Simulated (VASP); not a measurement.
# Si4Mo2N in VASP: single point with PBE

Aim: the single point of Si4Mo2N with PBE.

All numbers are computed with VASP 6.6.1; they aren't measurements. Logs are shortened: lines on timing, memory, paths and dates and some standing lists are left out, and cuts for length are marked.

## Step 1: The cell of the first run

The cell holds a slab with vacuum, 7 atoms: a = 3.217 Å, b = 3.217 Å, c = 21.879 Å, α = 90.00°, β = 90.00°, γ = 90.00°.

## Step 2: Single point, PBE

INCAR reads:

```
PREC     = Accurate       # precision mode
ENCUT    = 520            # plane-wave cutoff, eV
EDIFF    = 1E-6           # SCF threshold, eV
ISMEAR   = 0              # smearing method
SIGMA    = 0.1            # smearing width, eV
LREAL    = F              # projectors in reciprocal space
LASPH    = T              # aspherical terms in the spheres
NELM     = 60             # most SCF steps
ALGO     = Normal         # electronic algorithm
ISIF     = 2              # what is computed and relaxed
LWAVE    = F              # write WAVECAR
LCHARG   = F              # write CHGCAR
LDIPOL   = T            
IDIPOL   = 3            
DIPOL    = 0.5 0.5 0.355
GGA      = PE             # functional
NBANDS   = 34             # bands
```

KPOINTS reads:

```
regular mesh
0
Gamma
  8 8 1
```

POSCAR reads:

```
Si4Mo2N
1.0
    3.2169717285      0.0000000000      0.0000000000
    0.0000000000      3.2169717285      0.0000000000
    0.0000000000      0.0000000000     21.8787970046
Si Mo N
4 2 1
Direct
    0.0000000000      0.0000000000      0.1828254085
    0.0000000000      0.0000000000      0.3015081460
    0.5000000000      0.5000000000      0.3593659936
    0.5000000000      0.5000000000      0.4743769505
    0.5000000000      0.5000000000      0.2421667772
    0.0000000000      0.0000000000      0.4192862006
    0.5000000000      1.0000000000      0.5027791225
```

Potentials or basis: VASP PAW PBE potentials, release 64 (Si, Mo_sv, N).

Run with:

```console
cat potpaw_PBE.64/Si/POTCAR potpaw_PBE.64/Mo_sv/POTCAR potpaw_PBE.64/N/POTCAR > POTCAR
mpirun -np 1 vasp_std > vasp.out
```

OUTCAR:

```text
PREC = Accurate
   ENCUT = 520
   EDIFF = 1E-6
   ISMEAR = 0
   LREAL = F
   LASPH = T
   NELM = 60
   ISIF = 2
   GGA = PE

 ion  position               nearest neighbor table
   1  0.000  0.000  0.183-   2 2.60   5 2.62   5 2.62   5 2.62   5 2.62
   2  0.000  0.000  0.302-   6 2.58   1 2.60   3 2.60   3 2.60   3 2.60   3 2.60   5 2.62   5 2.62
                             5 2.62   5 2.62
   3  0.500  0.500  0.359-   4 2.52   5 2.56   2 2.60   2 2.60   2 2.60   2 2.60   6 2.63   6 2.63
                             6 2.63   6 2.63
   4  0.500  0.500  0.474-   7 1.72   7 1.72   3 2.52   6 2.57   6 2.57   6 2.57   6 2.57
   5  0.500  0.500  0.242-   3 2.56   1 2.62   1 2.62   1 2.62   1 2.62   2 2.62   2 2.62   2 2.62
                             2 2.62
   6  0.000  0.000  0.419-   7 2.43   7 2.43   4 2.57   4 2.57   4 2.57   4 2.57   2 2.58   3 2.63
                             3 2.63   3 2.63   3 2.63
   7  0.500  0.000  0.503-   4 1.72   4 1.72   6 2.43   6 2.43

  LATTYP: Found a simple tetragonal cell.
 ALAT       =     3.2169717285
 C/A-ratio  =     6.8010535532

  Lattice vectors:

 A1 = (   3.2169717285,   0.0000000000,   0.0000000000)
 A2 = (   0.0000000000,   3.2169717285,   0.0000000000)
 A3 = (   0.0000000000,   0.0000000000,  21.8787970046)

Analysis of symmetry for initial positions (statically):
=====================================================================
 Subroutine PRICEL returns:
 Original cell was already a primitive cell.

 Routine SETGRP: Setting up the symmetry group for a
 simple tetragonal supercell.

 Subroutine GETGRP returns: Found  4 space group operations
 (whereof  4 operations were pure point group operations)
 out of a pool of 16 trial point group operations.

The static configuration has the point symmetry C_2v.

Analysis of symmetry for dynamics (positions and initial velocities):
=====================================================================
 Subroutine PRICEL returns:
 Original cell was already a primitive cell.

 Routine SETGRP: Setting up the symmetry group for a
 simple tetragonal supercell.

 Subroutine GETGRP returns: Found  4 space group operations
 (whereof  4 operations were pure point group operations)
 out of a pool of 16 trial point group operations.

The dynamic configuration has the point symmetry C_2v.

 Subroutine INISYM returns: Found  4 space group operations
 (whereof  4 operations are pure point group operations),
 and found     1 'primitive' translations

----------------------------------------------------------------------------------------

                                     Primitive cell

  volume of cell :     226.4216

  direct lattice vectors                    reciprocal lattice vectors
     3.216971728  0.000000000  0.000000000     0.310851349  0.000000000  0.000000000
     0.000000000  3.216971728  0.000000000     0.000000000  0.310851349  0.000000000
     0.000000000  0.000000000 21.878797005     0.000000000  0.000000000  0.045706352

  length of vectors
     3.216971728  3.216971728 21.878797005     0.310851349  0.310851349  0.045706352

  position of ions in fractional coordinates (direct lattice)
     0.000000000  0.000000000  0.182825409
     0.000000000  0.000000000  0.301508146
     0.500000000  0.500000000  0.359365994
     0.500000000  0.500000000  0.474376951
     0.500000000  0.500000000  0.242166777
     0.000000000  0.000000000  0.419286201
     0.500000000  0.000000000  0.502779123

  ion indices of the primitive-cell ions
   primitive index   ion index
                 1           1
                 2           2
                 3           3
                 4           4
                 5           5
                 6           6
                 7           7

----------------------------------------------------------------------------------------

 KPOINTS: regular mesh

Automatic generation of k-mesh.
 Grid dimensions read from file:
 generate k-points for:    8    8    1

 Generating k-lattice:

  Cartesian coordinates                     Fractional coordinates (reciprocal lattice)
     0.038856419  0.000000000  0.000000000     0.125000000  0.000000000  0.000000000
     0.000000000  0.038856419  0.000000000     0.000000000  0.125000000  0.000000000
     0.000000000  0.000000000  0.045706352     0.000000000  0.000000000  1.000000000

  Length of vectors
     0.038856419  0.038856419  0.045706352

  Shift w.r.t. Gamma in fractional coordinates (k-lattice)
     0.000000000  0.000000000  0.000000000

 Subroutine IBZKPT returns following result:
 ===========================================

 Found     25 irreducible k-points:

 Following reciprocal coordinates:
            Coordinates               Weight
  0.000000  0.000000  0.000000      1.000000
  0.125000  0.000000  0.000000      2.000000
  0.000000  0.125000  0.000000      2.000000
  0.250000  0.000000  0.000000      2.000000
  0.000000  0.250000  0.000000      2.000000
  0.375000  0.000000  0.000000      2.000000
[... 16 lines left out ...]
  0.500000  0.375000  0.000000      2.000000
 -0.375000  0.500000  0.000000      2.000000
   k-points           NKPTS =     25   k-points in BZ     NKDIM =     25   number of bands    NBANDS=     34
   number of dos      NEDOS =    301   number of ions     NIONS =      7
   total plane-waves  NPLWV =  96768
   dimension x,y,z NGX =    24 NGY =   24 NGZ =  168
   dimension x,y,z NGXF=    48 NGYF=   48 NGZF=  336
   ions per type =               4   2   1
   NGX,Y,Z   is equivalent  to a cutoff of  12.40, 12.40, 12.77 a.u.
   NGXF,Y,Z  is equivalent  to a cutoff of  24.81, 24.81, 25.53 a.u.
 SYSTEM =  unknown system
   PREC   = accura    normal or accurate (medium, high low for compatibility)
   ISTART =      0    job   : 0-new  1-cont  2-samecut
   ICHARG =      2    charge: 1-file 2-atom 10-const
   ISPIN  =      1    spin polarized calculation?
   LNONCOLLINEAR =      F non collinear calculations
   LSORBIT =      F    spin-orbit coupling
   LASPH  =      T    aspherical Exc in radial PAW
   ENCUT  =  520.0 eV  38.22 Ry    6.18 a.u.   5.98  5.98 40.68*2*pi/ulx,y,z
   NELM   =     60;   NELMIN=  2; NELMDL= -5     # of ELM steps
   EDIFF  = 0.1E-05   stopping-criterion for ELM
   LREAL  =      F    real-space projection
   EDIFFG = 0.1E-04   stopping-criterion for IOM
   NSW    =      0    number of steps for IOM
   IBRION =     -1    ionic relax: 0-MD 1-quasi-New 2-CG
   NFREE  =      0    steps in history (QN), initial steepest desc. (CG)
   ISIF   =      2    stress and relaxation
   ISYM   =      2    0-nonsym 1-usesym 2-fastsym
   POTIM  = 0.5000    time-step for ionic-motion
   TEBEG  =    0.0;   TEEND  =   0.0 temperature during run
   PSTRESS=    0.0 pullay stress
   NELECT =      49.0000    total number of electrons
   NUPDOWN=      -1.0000    fix difference up-down
   EMIN   =  10.00;   EMAX   =-10.00  energy-range for DOS
   EFERMI =   0.00;   METHOD = LEGACY
   ISMEAR =     0;   SIGMA  =   0.10  broadening in eV -4-tet -1-fermi 0-gaus
   EFERMI_NEDOS =   21; number of points for ismear=-14 and -15
   IALGO  =     38    algorithm
   IMIX   =      4    mixing-type and parameters
     AMIX     =   0.40;   BMIX     =  1.00
     AMIX_MAG =   1.60;   BMIX_MAG =  1.00
  volume/ion in A,a.u.               =      32.35       218.28
  Fermi-wavevector in a.u.,A,eV,Ry     =   0.982881  1.857376 13.143974  0.966055
  Thomas-Fermi vector in A             =   2.113997
   LORBIT       =      0    0 simple, 1 ext, 2 COOP (PROOUT), +10 PAW based schemes
   GGA     = PE    functional components
   LHFCALC =     F    Hartree Fock is set to
   AEXX    =    0.0000 exact exchange contribution
   IVDW    =     0    specifies the selected vdW correction
   LEPSILON=     F    determine dielectric tensor
   LRPA    =     F    only Hartree local field effects (RPA)
 non-spin polarized calculation
 Gauss-broadening in eV      SIGMA  =   0.10
  energy-cutoff  :      520.00
  volume of cell :      226.42
 maximum number of plane-waves:      6156
   NGX = 11   NGY = 11   NGZ = 81

 dipolmoment           0.000000      0.000000     -0.001111 electrons x Angstroem

 number of electron      49.0000005 magnetization

 dipolmoment           0.000000      0.000000      0.016212 electrons x Angstroem

 Free energy of the ion-electron system (eV)
  ---------------------------------------------------
  ext. energy  EPLUGINS =         0.00000000
  ---------------------------------------------------
  free energy    TOTEN  =       -52.22931016 eV

  energy without entropy =      -52.21002049  energy(sigma->0) =      -52.21966533

 E-fermi :   1.8622     XC(G=0):  -5.5945

 val. band max:        1.8446473585   @ k =   0.3750   0.1250   0.0000
 cond. band min:       1.8715916722   @ k =   0.2500   0.1250   0.0000
 fundamental gap:      0.0269443137
 Fermi energy:         1.8621792691

 k-point     1 :       0.0000    0.0000    0.0000
  band No.  band energies     occupation
      1     -59.4527      2.00000
      2     -58.8375      2.00000
      3     -33.6593      2.00000
      4     -33.6235      2.00000
      5     -33.4153      2.00000
      6     -32.9842      2.00000
[... 26 lines left out ...]
     33       5.7189      0.00000
     34       5.8836      0.00000

 k-point     2 :       0.1250    0.0000    0.0000
  band No.  band energies     occupation
      1     -59.4501      2.00000
      2     -58.8351      2.00000
      3     -33.6638      2.00000
      4     -33.6521      2.00000
      5     -33.4116      2.00000
      6     -32.9799      2.00000
[... 26 lines left out ...]
     33       6.0274      0.00000
     34       6.1197      0.00000
[... 775 lines left out ...]
     33       5.7660      0.00000
     34       6.3603      0.00000

 k-point    24 :      -0.3750    0.5000    0.0000
  band No.  band energies     occupation
      1     -59.4211      2.00000
      2     -58.8066      2.00000
      3     -33.8077      2.00000
      4     -33.6261      2.00000
      5     -33.6005      2.00000
      6     -33.1129      2.00000
[... 26 lines left out ...]
     33       5.9701      0.00000
     34       6.2211      0.00000

 [... further k-points ...]

------------------------ aborting loop because EDIFF is reached ----------------------------------------

 vacuum level on the upper side and lower side of the slab       (xc-potential included)         0.086        -0.151

  FORCE on cell =-STRESS in cart. coord.  units (eV):
  Direction    XX          YY          ZZ          XY          YZ          ZX
  --------------------------------------------------------------------------------------
  -------------------------------------------------------------------------------------
  Total        1.0740106     -0.5104776      0.6601683      0.0000000      0.0000000      0.0000000
  in kB        7.5997838     -3.6121795      4.6714028      0.0000000      0.0000000      0.0000000
  external PRESSURE =       2.8863357 kB  Pullay stress =       0.0000000 kB

 VOLUME and BASIS-vectors are now :
 -----------------------------------------------------------------------------
  energy-cutoff  :      520.00
  volume of cell :      226.42
      direct lattice vectors                 reciprocal lattice vectors
     3.216971728  0.000000000  0.000000000     0.310851349  0.000000000  0.000000000
     0.000000000  3.216971728  0.000000000     0.000000000  0.310851349  0.000000000
     0.000000000  0.000000000 21.878797005     0.000000000  0.000000000  0.045706352

 POSITION                                       TOTAL-FORCE (eV/Angst)
 -----------------------------------------------------------------------------------
      0.00000      0.00000      4.00000         0.000000      0.000000      0.453003
      0.00000      0.00000      6.59664         0.000000      0.000000     -0.685921
      1.60849      1.60849      7.86250         0.000000      0.000000     -0.344569
      1.60849      1.60849     10.37880         0.000000      0.000000      0.868485
      1.60849      1.60849      5.29832         0.000000      0.000000      0.066854
      0.00000      0.00000      9.17348         0.000000      0.000000     -0.374574
      1.60849      0.00000     11.00020         0.000000      0.000000      0.016721
 -----------------------------------------------------------------------------------
    total drift:                                0.000000      0.000000      0.000190

  FREE ENERGIE OF THE ION-ELECTRON SYSTEM (eV)
  ---------------------------------------------------
  free  energy   TOTEN  =       -52.2293101639 eV

  energy  without entropy=      -52.2100204919  energy(sigma->0) =      -52.21966533

 vacuum level on the upper side and lower side of the slab         6.547         6.264
```

It took 3.1 min on 1 thread of AMD EPYC 9R45 (Zen 5), shared host; peak memory 0.36 GiB.

Results:

* Free energy: -52.2293 eV
* Largest force: 0.868 eV/Å
* Band gap on the k mesh: zero (an odd number of electrons rules out a gap without spin polarisation)

Forces in eV/Å, atoms in the order of the input:
```
Si   0.000  0.000  0.453
Si   0.000  0.000 -0.686
Si   0.000  0.000 -0.345
Si   0.000  0.000  0.868
Mo   0.000  0.000  0.067
Mo   0.000  0.000 -0.375
N    0.000  0.000  0.017
```

Levels at points of the mesh, in eV from the Fermi level:
```
           k point  band 22  band 23  band 24  band 25  band 26  band 27
(0.00, 0.00, 0.00)    -0.78    -0.67    -0.33    -0.28     0.50     0.88
(0.50, 0.00, 0.00)    -1.90    -0.96    -0.71    -0.36    -0.36     1.20
(0.00, 0.50, 0.00)    -2.20    -1.90    -0.39    -0.38     0.35     1.61
(0.50, 0.50, 0.00)    -2.05    -1.90    -1.83     0.48     1.44     1.81
```
